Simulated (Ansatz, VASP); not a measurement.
Two plane-wave programs on Ir

```
Ir
1.0
     0.00000    1.93573    1.93573
     1.93573    0.00000    1.93573
     1.93573    1.93573    0.00000
Ir
1
Direct
  0.00000 0.00000 0.00000
```

Alike in both runs: task single point; functional PBE; k mesh 14 × 14 × 14; occupations fermi-dirac, width 0.05 eV; non-collinear spin, spin-orbit coupling.

|  | VASP | Ansatz |
| --- | --- | --- |
| version | VASP 6.6.1 | Ansatz 0.2.0 |
| potentials or method | VASP PAW PBE potentials, release 64 (Ir), cutoff 520 eV | plane waves (420 eV) with PAW, fully relativistic with spin-orbit coupling |
| valence electrons in the cell | 9 | 17 |

```tsv
	VASP	Ansatz	Ansatz less VASP
net moment per atom (μB)	0.00	0.00	0.000
```

VASP's potentials hold 9 valence electrons a cell and Ansatz's 17, so a difference there can come from the potentials and not from the codes. Ansatz's warnings: seeded moment not kept.
